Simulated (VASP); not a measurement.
Runs of VASP 6.6.1 on Mn. The structure is that of space group Pm-3m (No. 221), or close to it. The cells are those of the table. This isn't the form of Mn at room conditions, which is a 58-atom cubic cell.

```tsv
task	spin	cell	k mesh	gap on the mesh (eV)	pressure (GPa)	moment (μB)
single point	off	a = 2.283 Å, 1 atom	24 × 24 × 24	none	0.1	-
relaxation of cell and atoms	collinear, ferromagnetic start	relaxed from a = 2.389 Å, 1 atom	8 × 8 × 8	none	0.5	0.00
single point	collinear, ferromagnetic start	a = 2.283 Å, 1 atom	8 × 8 × 8	none	0.1	0.00
single point	collinear, ferromagnetic start	a = 2.389 Å, 1 atom	8 × 8 × 8	none	(a)	1.28
```

Alike in all rows: level PBE; potentials or basis VASP PAW PBE potentials, release 64 (Mn_pv); cutoff (eV) 500; smearing gaussian 0.1 eV.

Q: Fill in the values left out.

A: (a) -13.8.

Caveats: the cell stands under tension (at least some runs).

A gap of «none» marks levels without a gap at the run's occupations.
